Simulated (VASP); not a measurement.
Runs of VASP 6.6.1 on C. The structure is that of space group P6/mmm (No. 191), or close to it. The cells are those of the table. 

| task | cell | k mesh | cutoff (eV) | smearing | gap on the mesh (eV) | pressure (GPa) |
| --- | --- | --- | --- | --- | --- | --- |
| single point | a = 2.436, b = 2.436, c = 3.160 Å, angles 90.0, 90.0, 120.0°, 2 atoms | 24 × 24 × 14 | 520 | gaussian 0.1 eV | none | 10.7 |
| single point | a = 2.395, b = 2.395, c = 2.732 Å, angles 90.0, 90.0, 120.0°, 2 atoms | 24 × 24 × 14 | 520 | gaussian 0.1 eV | none | (a) |
| single point | a = 2.451, b = 2.451, c = 3.501 Å, angles 90.0, 90.0, 120.0°, 2 atoms | 18 × 18 × 6 | 520 | gaussian 0.1 eV | none | 2.7 |
| single point | a = 2.456, b = 2.456, c = 8.524 Å, angles 90.0, 90.0, 120.0°, 2 atoms | 18 × 18 × 4 | 520 | gaussian 0.15 eV | none | - |
| relaxation of cell and atoms | relaxed to 5 GPa from a = 2.387, b = 2.387, c = 3.409 Å, angles 90.0, 90.0, 120.0°, 2 atoms | 18 × 18 × 12 | 600 | gaussian 0.1 eV | none | 5.0 |
| single point | a = 2.456, b = 2.456, c = 8.524 Å, angles 90.0, 90.0, 120.0°, 2 atoms | 18 × 18 × 6 | 520 | gaussian 0.1 eV | none | - |
| single point | a = 2.445, b = 2.445, c = 3.334 Å, angles 90.0, 90.0, 120.0°, 2 atoms | 18 × 18 × 12 | 520 | gaussian 0.1 eV | none | 5.7 |

Alike in all rows: level r2SCAN; potentials or basis VASP PAW PBE potentials, release 64 (C); no spin polarisation.

Q: Estimate the missing entries.

A: (a) 40.9.

Caveats: the PAW data sets were made with another functional, which shifts forces and pressure a little; the cell stands under pressure (at least some runs); the cell is relaxed towards a set pressure, so the run minimises the enthalpy, not the energy (at least some runs).

A gap of «none» marks levels without a gap at the run's occupations.
